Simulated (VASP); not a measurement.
## Li3Y2P3: single point with PBE

Li3Y2P3:

```
Li Y P
1.0
     5.44347    0.00000    0.00000
     0.00000    5.44347    0.00000
     0.00000    0.00000    5.44347
Li Y P
3 2 3
Direct
  0.50000 0.00000 0.00000
  0.00000 0.50000 0.00000
  0.00000 0.00000 0.50000
  0.00000 0.00000 0.00000
  0.50000 0.50000 0.50000
  0.00000 0.50000 0.50000
  0.50000 0.00000 0.50000
  0.50000 0.50000 0.00000
```

The cell was built from a structure type or drawn by symmetry, and may not be a known phase.

```json
{"Program": "VASP 6.6.1", "Task": "single point", "Functional": "PBE", "Potentials or basis": "VASP PAW PBE potentials, release 64 (Li_sv, Y_sv, P)", "Cutoff": "520 eV", "k mesh": "4 × 4 × 4", "Occupations": "gaussian, width 0.1 eV", "Spin": "no spin polarisation"}
```

```
Band gap on the k mesh : zero (bands 23 and 24 overlap by 0.55 eV)
```

Levels at points of the mesh, in eV from the Fermi level:
| k point | band 21 | band 22 | band 23 | band 24 | band 25 | band 26 |
| --- | --- | --- | --- | --- | --- | --- |
| (0.00, 0.00, 0.00) | -0.37 | 0.21 | 0.21 | 0.30 | 0.30 | 0.30 |
| (0.50, 0.00, 0.00) | -1.87 | -0.03 | -0.03 | 0.27 | 0.63 | 1.67 |
| (0.50, 0.50, 0.00) | -1.78 | -0.86 | -0.53 | -0.30 | 0.88 | 1.29 |
| (0.50, 0.50, 0.50) | -1.63 | 0.07 | 0.07 | 0.41 | 0.41 | 0.41 |

It took 36 s on 1 thread of Intel(R) Xeon(R) 6975P-C (Granite Rapids), with other jobs on the host, peak memory 0.27 GiB.
